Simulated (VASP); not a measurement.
# H9ClO4 in VASP: further runs, part 2 of 2

VASP 6.6.1. Earlier steps stand in the parts before.

## 3. Single point, r2SCAN+D3(BJ)

The input, POSCAR:

```
H9ClO4
1.0
    6.0577750000      0.0000000000      0.0000000000
    0.0000000000      6.0577750000      0.0000000000
    0.0000000000      0.0000000000      6.0577750000
O H Cl
4 9 1
Direct
    0.4393857481      0.1307080570      0.2069901903
    0.5545105257      0.3936758959      0.8053286892
    0.1202916913      0.3031971310      0.4763300057
    0.7926507670      1.0535386342      0.9123977038
    0.4769242833     -0.0244314125      0.2159373697
    0.3234025694      0.1519369736      0.3111538477
    0.6759412491      0.2942169361      0.8166859944
    0.4566032908      0.3446975168      0.9057781116
    0.2732026198      0.3479495359      0.5331000243
    0.0235069807      0.2594186810      0.6034228739
    0.7876489305      0.9020638766      0.8678433913
    0.8373866642      1.0477609353      1.0681314509
    0.3954257132      0.6363887731      0.7465447297
    0.3390518796      0.8256166662      0.6579808593
```

The input, INCAR.step1:

```
ALGO     = Normal         # electronic algorithm
EDIFF    = 1E-4           # SCF threshold, eV
ENCUT    = 520            # plane-wave cutoff, eV
GGA      = PE             # functional
ISMEAR   = -1             # smearing method
LASPH    = True           # aspherical terms in the spheres
LCHARG   = False          # write CHGCAR
LREAL    = False          # projectors in reciprocal space
LWAVE    = True           # write WAVECAR
NBANDS   = 33             # bands
NELM     = 80             # most SCF steps
PREC     = Accurate       # precision mode
SIGMA    = 0.02           # smearing width, eV
```

The input, INCAR.step2:

```
ALGO     = Normal         # electronic algorithm
EDIFF    = 1E-6           # SCF threshold, eV
ENCUT    = 520            # plane-wave cutoff, eV
ISIF     = 2              # what is computed and relaxed
ISMEAR   = -1             # smearing method
ISTART   = 1            
IVDW     = 12             # dispersion correction
LASPH    = True           # aspherical terms in the spheres
LCHARG   = False          # write CHGCAR
LMIXTAU  = True         
LREAL    = False          # projectors in reciprocal space
LWAVE    = False          # write WAVECAR
METAGGA  = R2SCAN         # meta-GGA
NBANDS   = 33             # bands
NELM     = 80             # most SCF steps
PREC     = Accurate       # precision mode
SIGMA    = 0.02           # smearing width, eV
VDW_A1   = 0.49484001   
VDW_A2   = 5.73083694   
VDW_S6   = 1.0          
VDW_S8   = 0.78981345
```

The input, KPOINTS:

```
k-points
0
Gamma
  1 1 1
```

Potentials or basis: VASP PAW PBE potentials, release 64 (O, H, Cl).

Command:

```
cat potpaw_PBE.64/O/POTCAR potpaw_PBE.64/H/POTCAR potpaw_PBE.64/Cl/POTCAR > POTCAR
cp INCAR.step1 INCAR
mpirun -np 1 vasp_gam > vasp.out
cp INCAR.step2 INCAR
mpirun -np 1 vasp_gam > vasp.out
```

It took 66 s on 1 thread of Intel Xeon Platinum 8259CL at 2.50GHz (Skylake/Cascade Lake), shared host; peak memory 0.33 GiB.

Results (log left out):

```
Free energy                : -72.8168 eV
Pressure                   : 0.2 GPa
Largest force              : 4.533 eV/Å
Dispersion energy per atom : -0.014 eV
```

Forces on the atoms (eV/Å):
```
O    0.793 -0.290 -0.643
O    1.414  2.650 -3.148
O    0.907  0.136  1.433
O    0.837 -0.010  1.008
H   -0.158  0.280 -0.047
H   -0.877 -0.012  0.480
H    0.529 -0.829  0.118
H   -2.600 -1.818  3.237
H   -2.219 -0.510 -0.076
H    1.420  0.415 -1.056
H   -0.078 -0.380 -0.383
H   -0.183  0.291 -0.773
H    0.335  0.339 -0.349
Cl  -0.122 -0.262  0.199
```

Stress tensor (GPa, compression positive):
```
-0.38 -0.71 -1.69
-0.71  0.44  0.09
-1.69  0.09  0.46
```

Levels at points of the mesh, in eV from the Fermi level:
```
           k point  band 17  band 18  band 19  band 20  band 21  band 22  band 23  band 24
(0.00, 0.00, 0.00)    -1.07    -0.91    -0.81    -0.52     4.90     7.53     8.26     8.74
```

Caveat: the k points lie up to 1.04 Å⁻¹ apart, too coarse for converged energies, forces and pressures; the PAW data sets were made with another functional, which shifts forces and pressure a little.

## 4. Single point, r2SCAN+D3(BJ)

The input, POSCAR:

```
H9ClO4
1.0
    6.0577750000      0.0000000000      0.0000000000
    0.0000000000      6.0577750000      0.0000000000
    0.0000000000      0.0000000000      6.0577750000
O H Cl
4 9 1
Direct
    0.3977202851      0.1308896418      0.2038372175
    0.5120361849      0.4175460462      0.8324013355
    0.0923771517      0.2808291823      0.4817445349
    0.7897289021      1.0897565525      0.9159468617
    0.3100808465      0.0695800026      0.0656016442
    0.2831402619      0.1815518074      0.2942004284
    0.6018876568      0.3067958120      0.7699361564
    0.5049213614      0.3597525494      0.9746317749
    0.2112656875      0.3165683770      0.5857266075
   -0.0234739653      0.2241747176      0.5777698908
    0.7092868256      0.9511082865      0.8925059118
    0.8235036792      1.1024014593      1.0632946915
    0.4563721829      0.6339456319      0.7344445774
    0.3524066179      0.8219024312      0.6703286273
```

The input, INCAR.step1:

```
SYSTEM = H9ClO4
ALGO = Normal
EDIFF = 1E-4
ENCUT = 520
GGA = PE
ISMEAR = -1
LASPH = .True.
LCHARG = .False.
LREAL = .False.
LWAVE = .True.
NBANDS = 33
NELM = 100
PREC = Accurate
SIGMA = 0.02
```

The input, INCAR.step2:

```
SYSTEM = H9ClO4
ALGO = Normal
EDIFF = 1E-6
ENCUT = 520
ISIF = 2
ISMEAR = -1
ISTART = 1
IVDW = 12
LASPH = .True.
LCHARG = .False.
LMIXTAU = .True.
LREAL = .False.
LWAVE = .False.
METAGGA = R2SCAN
NBANDS = 33
NELM = 100
PREC = Accurate
SIGMA = 0.02
VDW_A1 = 0.49484001
VDW_A2 = 5.73083694
VDW_S6 = 1.0
VDW_S8 = 0.78981345
```

The input, KPOINTS:

```
k-points
0
Gamma
  1 1 1
  0 0 0
```

Command:

```
cat potpaw_PBE.64/O/POTCAR potpaw_PBE.64/H/POTCAR potpaw_PBE.64/Cl/POTCAR > POTCAR
cp INCAR.step1 INCAR
mpirun -np 1 vasp_gam > vasp.out
cp INCAR.step2 INCAR
mpirun -np 1 vasp_gam > vasp.out
```

It took 66 s on 1 thread of Intel Xeon Platinum 8259CL at 2.50GHz (Skylake/Cascade Lake), shared host; peak memory 0.33 GiB.

The run converged. Its results:

- Free energy: -72.9433 eV
- Pressure: 0.8 GPa
- Largest force: 4.682 eV/Å
- Dispersion energy per atom: -0.014 eV

Forces in eV/Å, atoms in the order of the input:
```
O    0.055 -1.591 -4.403
O   -0.401  1.105 -1.718
O    0.042  0.155  0.892
O   -0.567 -0.895 -3.294
H    1.786  0.946  2.574
H   -1.663  0.534  1.348
H    1.100 -0.797 -0.873
H   -0.692 -0.481  2.726
H   -0.447  0.060 -0.247
H    0.301 -0.050 -0.200
H    0.348  0.625  0.295
H    0.404  0.084  2.708
H   -0.405  0.196  0.202
Cl   0.138  0.111 -0.010
```

Stress tensor (GPa, compression positive):
```
 0.13 -2.15 -2.46
-2.15  0.34 -0.52
-2.46 -0.52  1.88
```

Levels at points of the mesh, in eV from the Fermi level:
```csv
k point,band 18,band 19,band 20,band 21,band 22,band 23
"(0.00, 0.00, 0.00)",-0.95,-0.83,-0.52,4.91,8.00,8.31
```

Caveat: the k points lie up to 1.04 Å⁻¹ apart, too coarse for converged energies, forces and pressures; the PAW data sets were made with another functional, which shifts forces and pressure a little.

## 5. Single point, r2SCAN+D3(BJ)

The input, POSCAR:

```
H9ClO4
1.0
    6.0577750000      0.0000000000      0.0000000000
    0.0000000000      6.0577750000      0.0000000000
    0.0000000000      0.0000000000      6.0577750000
O H Cl
4 9 1
Direct
    0.3702019306      0.1454989662      0.1871314138
    0.4782449001      0.4413501657      0.8523756660
    0.0810198464      0.2575202942      0.5088171812
    0.8107432184      1.0576325466      0.8909211716
    0.3235676465      0.0273202620      0.0765297490
    0.2565298315      0.1672891449      0.2923185493
    0.6106532514      0.3768875536      0.8115851117
    0.4222012207      0.3839363463      0.9870455737
    0.1525807743      0.3653981866      0.6060806154
    0.0652384745      0.1426596399      0.6115611755
    0.7822674167      0.9124637346      0.8242135107
    0.7218491938      1.0721758401      1.0228673069
    0.4505944839      0.6299507658      0.7957707244
    0.3546516667      0.8349435230      0.6919207135
```

The input, INCAR.step1:

```
PREC = Accurate
ENCUT = 520
ISMEAR = -1
SIGMA = 0.02
LREAL = F
LASPH = T
NELM = 100
NBANDS = 33
GGA = PE
ALGO = Normal
EDIFF = 1E-4
LWAVE = T
LCHARG = F
```

The input, INCAR.step2:

```
PREC = Accurate
ENCUT = 520
EDIFF = 1E-7
ISMEAR = -1
SIGMA = 0.02
LREAL = F
LASPH = T
NELM = 100
ALGO = Normal
ISIF = 2
LWAVE = F
LCHARG = T
METAGGA = R2SCAN
LMIXTAU = T
IVDW = 12
VDW_S6 = 1.0
VDW_S8 = 0.78981345
VDW_A1 = 0.49484001
VDW_A2 = 5.73083694
LELF = T
LVHAR = T
NBANDS = 33
ISTART = 1
```

The input, KPOINTS:

```
regular mesh
0
Gamma
  1 1 1
```

Command:

```
cat potpaw_PBE.64/O/POTCAR potpaw_PBE.64/H/POTCAR potpaw_PBE.64/Cl/POTCAR > POTCAR
cp INCAR.step1 INCAR
mpirun -np 1 vasp_gam > vasp.out
cp INCAR.step2 INCAR
mpirun -np 1 vasp_gam > vasp.out
```

It took 77 s on 1 thread of Intel Xeon Platinum 8259CL at 2.50GHz (Skylake/Cascade Lake), shared host; peak memory 0.33 GiB.

The run converged. Its results:

| Property | Result |
| --- | --- |
| Free energy | -73.2668 eV |
| Pressure | 0.5 GPa |
| Largest force | 3.585 eV/Å |
| Dispersion energy per atom | -0.014 eV |

Forces in eV/Å, atoms in the order of the input:
```
O    1.055 -1.319 -3.163
O   -1.143  1.475 -0.671
O    0.523  1.719 -0.122
O    0.212 -0.180 -0.319
H    0.331  1.497  1.464
H   -1.204  0.138  1.150
H    2.174 -1.477 -0.531
H   -0.450 -1.052  1.656
H   -0.117  0.030 -0.761
H   -0.463 -1.632  0.899
H   -0.222  0.912  0.552
H   -0.038 -0.441 -0.050
H   -0.653  0.150 -0.188
Cl  -0.006  0.180  0.084
```

Stress tensor (GPa, compression positive):
```
 1.43 -0.62 -1.42
-0.62  0.05 -2.38
-1.42 -2.38 -0.05
```

Levels at points of the mesh, in eV from the Fermi level:
| k point | band 16 | band 17 | band 18 | band 19 | band 20 | band 21 | band 22 | band 23 | band 24 | band 25 |
| --- | --- | --- | --- | --- | --- | --- | --- | --- | --- | --- |
| (0.00, 0.00, 0.00) | -1.44 | -1.23 | -1.01 | -0.69 | -0.54 | 4.75 | 7.80 | 8.29 | 8.83 | 9.07 |

Caveat: the k points lie up to 1.04 Å⁻¹ apart, too coarse for converged energies, forces and pressures; the PAW data sets were made with another functional, which shifts forces and pressure a little.

## 6. Overview

```csv
cell,pressure (GPa),largest force (eV/Å)
"as given, atomic positions A",-0.6,0.32
"as given, atomic positions B",0.2,4.53
"as given, atomic positions C",0.8,4.68
"as given, atomic positions D",0.5,3.59
```

Alike in all rows: task single point; level r2SCAN+D3(BJ); potentials or basis VASP PAW PBE potentials, release 64 (O, H, Cl); no spin polarisation; k mesh 1 × 1 × 1; cutoff (eV) 520; smearing fermi-dirac 0.02 eV.

Caveats: all runs use coarse meshes; the PAW data sets were made with another functional, which shifts forces and pressure a little.

Absolute energies hang on the potentials; compare differences alone.
